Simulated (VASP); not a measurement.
HfScS3: relaxation of cell and atoms with PBE

HfScS3:

```
Hf Sc S
1.0
     4.42406    0.00000    0.00000
     0.00000    4.42406    0.00000
     0.00000    0.00000    4.47950
Hf Sc S
1 1 3
Direct
  0.50000 0.50000 0.51500
  0.00000 0.00000 0.00000
  0.50000 0.50000 0.97500
  0.00000 0.50000 0.48500
  0.50000 0.00000 0.48500
```

* Program: VASP 6.6.1
* Task: relaxation of cell and atoms
* Functional: PBE
* Potentials or basis: VASP PAW PBE potentials, release 64 (Hf_pv, Sc_sv, S)
* Cutoff: 600 eV
* k mesh: 4 × 4 × 4
* Occupations: gaussian, width 0.1 eV
* Spin: no spin polarisation
* Dipole correction: no
* Further INCAR settings: ALGO = Normal; EDIFF = 1e-06; IBRION = 2; EDIFFG = -0.04; NSW = 90; ISIF = 3

The relaxed volume is 25.43 Å³/atom, the relaxed cell is a = 5.027 Å, b = 5.027 Å, c = 5.031 Å, α = 90.00°, β = 90.00°, γ = 90.00° and the space group after relaxing (to 0.05 Å) is P4mm (No. 99). The energy gained by relaxing is 996.1 meV/atom. The ionic steps are 42 and the pressure after relaxing is 0.0 GPa. The largest force after relaxing is 0.037 eV/Å.

Forces in eV/Å, atoms in the order of the input:
```
Hf   0.000  0.000 -0.037
Sc   0.000  0.000  0.015
S    0.000  0.000 -0.030
S    0.000  0.000  0.026
S    0.000  0.000  0.026
```

Stress tensor (GPa, compression positive):
```
 0.02  0.00  0.00
 0.00  0.02  0.00
 0.00  0.00 -0.10
```

Step by step:
```csv
step,energy change (eV),largest force (eV/Å),pressure (GPa),volume (Å³)
1,0.0000,7.2525,42.22,87.67
3,-3.0568,2.9156,1.67,115.22
5,-3.0725,2.7860,3.20,112.93
7,-3.2653,0.7219,-2.01,118.92
9,-3.3158,0.4355,0.14,115.57
11,-3.3707,0.7864,0.47,115.11
13,-3.5346,2.0857,4.43,112.84
15,-3.5459,1.7302,3.61,113.17
17,-3.5487,1.7512,3.66,113.16
19,-3.5605,1.8460,3.86,113.14
21,-3.5920,2.2477,4.76,113.03
23,-3.5954,2.4614,5.26,112.97
25,-3.7337,2.3019,5.05,113.64
27,-4.2032,1.6716,4.55,116.71
29,-4.3998,0.5947,-2.40,129.53
31,-4.7286,0.7351,1.66,124.40
33,-4.9477,0.7033,-0.72,127.68
35,-4.9610,0.5714,-0.36,127.16
37,-4.9776,0.1002,0.40,126.28
39,-4.9791,0.0990,0.07,126.93
41,-4.9800,0.0418,-0.11,127.30
42,-4.9803,0.0370,-0.02,127.15
```

Final structure:
```
CELL_PARAMETERS angstrom
5.02711 0.00000 0.00000
0.00000 5.02711 0.00000
0.00000 0.00000 5.03112
ATOMIC_POSITIONS crystal
Hf 0.50000 0.50000 0.44601
Sc 0.00000 0.00000 0.31087
S 0.50000 0.50000 0.91884
S 0.00000 0.50000 0.39214
S 0.50000 0.00000 0.39214
```

Levels at points of the mesh, in eV from the Fermi level:
| k point | band 15 | band 16 | band 17 | band 18 | band 19 | band 20 | band 21 | band 22 | band 23 |
| --- | --- | --- | --- | --- | --- | --- | --- | --- | --- |
| (0.00, 0.00, 0.00) | -3.01 | -2.88 | -1.69 | -1.65 | -1.64 | -1.64 | 0.00 | 0.00 | 0.00 |
| (0.50, 0.00, 0.00) | -3.94 | -3.81 | -2.35 | -1.92 | -1.62 | 0.33 | 0.56 | 0.59 | 1.17 |
| (0.50, 0.50, 0.00) | -3.84 | -3.84 | -2.69 | -2.29 | -2.29 | -0.08 | 1.03 | 1.03 | 1.43 |
| (0.00, 0.00, 0.50) | -3.20 | -3.20 | -3.12 | -2.51 | -2.51 | -1.60 | 0.66 | 0.66 | 0.93 |
| (0.50, 0.00, 0.50) | -4.60 | -4.42 | -3.51 | -2.62 | -1.07 | 0.43 | 0.83 | 1.07 | 1.15 |
| (0.50, 0.50, 0.50) | -4.80 | -4.48 | -4.25 | -1.04 | -1.04 | 0.51 | 1.07 | 1.07 | 1.42 |

Run time: 22 min on 1 thread of AMD EPYC 7R43 64-Core Processor (Zen 3), on a shared host, peak memory 0.21 GiB.

Caveat: the volume moved by over 15 % at a fixed basis, so the end points are rough; spin-orbit coupling is left out, which moves the levels of the heavy elements.
